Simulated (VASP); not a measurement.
Co3Ir, 4 atoms in the cell. It takes space group Pm-3m (No. 221, cubic). The conventional cell has a = 3.534 Å, b = 3.534 Å, c = 3.534 Å, α = 90.00°, β = 90.00°, γ = 90.00°. Within 3.3 Å of Ir (site symmetry m-3m) lie 12 Co at 2.50 Å. Within 3.3 Å of Co (site symmetry 4/mmm) lie 4 Ir at 2.50 Å and 8 Co at 2.50 Å. 

- Program: VASP 6.6.1
- Task: single point
- Functional: PBEsol
- Potentials or basis: VASP PAW PBE potentials, release 64 (Ir, Co)
- Cutoff: 520 eV
- k mesh: 8 × 8 × 8
- Occupations: fermi-dirac, width 0.05 eV
- Spin: collinear spin, ferromagnetic start
- Starting moments: [0.6, 2.0, 2.0, 2.0] μB
- Dipole correction: no
- Further INCAR settings: ALGO = Normal; EDIFF = 1e-06; NBANDS = 30

Potentials or basis: VASP PAW PBE potentials, release 64 (Ir, Co).

Run with:

```sh
$ cat potpaw_PBE.64/Ir/POTCAR potpaw_PBE.64/Co/POTCAR > POTCAR
$ mpirun -np 1 vasp_std > vasp.out
```

Hardware: 1 thread of Intel(R) Xeon(R) Platinum 8488C (Sapphire Rapids) (shared host).

**Question.** Estimate the wall time of this run.

**Answer.** Wall time 92 s on 1 thread of Intel(R) Xeon(R) Platinum 8488C (Sapphire Rapids) (shared host), peak memory 0.22 GiB. Counts: scf iterations 15, k points 35.
